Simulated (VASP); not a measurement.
Wanted: the native input for a VASP 6.6.1 run.

```yaml
Task: single point
Functional: PBE
Potentials_or_basis: VASP PAW PBE potentials, release 64 (Hf_pv, C)
Cutoff: 520 eV
k_mesh: 12 × 12 × 10
Occupations: gaussian, width 0.1 eV
Spin: no spin polarisation
Dipole_correction: no
Further_INCAR_settings: ALGO = Normal; EDIFF = 1e-07; NBANDS = 22
```

The structure of HfC lies in POSCAR:

```
HfC
1.0
    3.8537002715      0.0000000000      0.0000000000
   -1.9268501358      3.3374023336      0.0000000000
    0.0000000000      0.0000000000      4.6366494544
Hf C
2 2
Direct
    0.6666666667      0.3333333333      0.4377676302
    0.3333333333      0.6666666667      0.9377676302
    0.6666666667      0.3333333333      0.9380923798
    0.3333333333      0.6666666667      0.4380923798
```

One way to write it, as run:

INCAR

```
ALGO = Normal
EDIFF = 1E-7
ENCUT = 520
GGA = PE
ISIF = 2
ISMEAR = 0
LASPH = True
LCHARG = False
LREAL = False
LWAVE = False
NBANDS = 22
NELM = 80
PREC = Accurate
SIGMA = 0.1
```

KPOINTS

```
k-points
0
Gamma
  12 12 10
```

Potentials or basis: VASP PAW PBE potentials, release 64 (Hf_pv, C).

Run with:

```bash
$ cat potpaw_PBE.64/Hf_pv/POTCAR potpaw_PBE.64/C/POTCAR > POTCAR
$ mpirun -np 1 vasp_std > vasp.out
```

Results of the run:

```
Pressure               : -0.5 GPa
Band gap on the k mesh : zero (band 14 reaches 5.70 eV, above the bottom of band 15 at 4.23 eV)
```

Caveat: spin-orbit coupling is left out, which moves the levels of the heavy elements.

Run time: 3.8 min on 1 thread of AMD EPYC 7R43 64-Core Processor (Zen 3), with other jobs on the host, peak memory 0.23 GiB.
